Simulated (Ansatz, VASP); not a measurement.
One calculation of Ge, two programs

File INCAR:

```
SYSTEM = Ge
PREC = Accurate
ENCUT = 500
EDIFF = 1E-6
ISMEAR = 0
SIGMA = 0.1
LREAL = .False.
LASPH = .True.
NELM = 120
ALGO = Normal
ISIF = 2
LWAVE = .False.
LCHARG = .True.
GGA = PS
LELF = .True.
LVHAR = .True.
NBANDS = 21
GGA_COMPAT = .False.
```

The input KPOINTS:

```
Automatic mesh
0
Gamma
  12 12 12
  0 0 0
```

POSCAR

```
Ge
1.0
    0.0000000000      2.8378582421      2.8378582421
    2.8378582421      0.0000000000      2.8378582421
    2.8378582421      2.8378582421      0.0000000000
Ge
2
Direct
    0.0000000000      0.0000000000      0.0000000000
    0.2500000000      0.2500000000      0.2500000000
```

Input for Ansatz:

```yaml
crystal:
  lattice:
    - [0.0, 2.8378582421, 2.8378582421]
    - [2.8378582421, 0.0, 2.8378582421]
    - [2.8378582421, 2.8378582421, 0.0]
  atoms:
    - { symbol: Ge, position: [0.0, 0.0, 0.0] }
    - { symbol: Ge, position: [0.25, 0.25, 0.25] }
basis:
  ecutwfc: 420
kpoints:
  mp_grid: { grid: [12, 12, 12] }
  band_path:
    path:
      - [0.0, 0.0, 0.0]
      - [0.5, 0.0, 0.5]
      - [0.625, 0.25, 0.625]
      - [0.375, 0.375, 0.75]
      - [0.5, 0.5, 0.5]
      - [0.5, 0.25, 0.75]
    npoints: 1
hamiltonian:
  xc: pbesol
scf:
  occupations: { method: gaussian, width: 0.1 }
  n_extra_bands: 4
output:
  forces: true
  stress: true
  eigenvalues: true
  write_density: true
  write_potential: true
  elf: true
  volumetric_format: npy
```

Alike in both runs: task single point; functional PBEsol; k mesh 12 × 12 × 12; occupations gaussian, width 0.1 eV; no spin polarisation.

|  | VASP | Ansatz |
| --- | --- | --- |
| version | VASP 6.6.1 | Ansatz 0.2.0 |
| potentials or method | VASP PAW PBE potentials, release 64 (Ge_d), cutoff 500 eV | scalar-relativistic, plane waves, PAW |
| valence electrons in the cell | 28 | 28 |

Ansatz gave:

```
gap on the k mesh at the Fermi level (eV) : none
pressure (GPa)                            : 0.0
```

Question: Which values does VASP return?

Answer: gap on the k mesh at the Fermi level (eV): none; pressure (GPa): -0.5.

VASP's potentials were made for PBE, not for PBEsol. A gap of «none» marks a metal or a gap that the smearing closes. With one functional, cell and mesh, what is left measures potentials, basis and numerics.
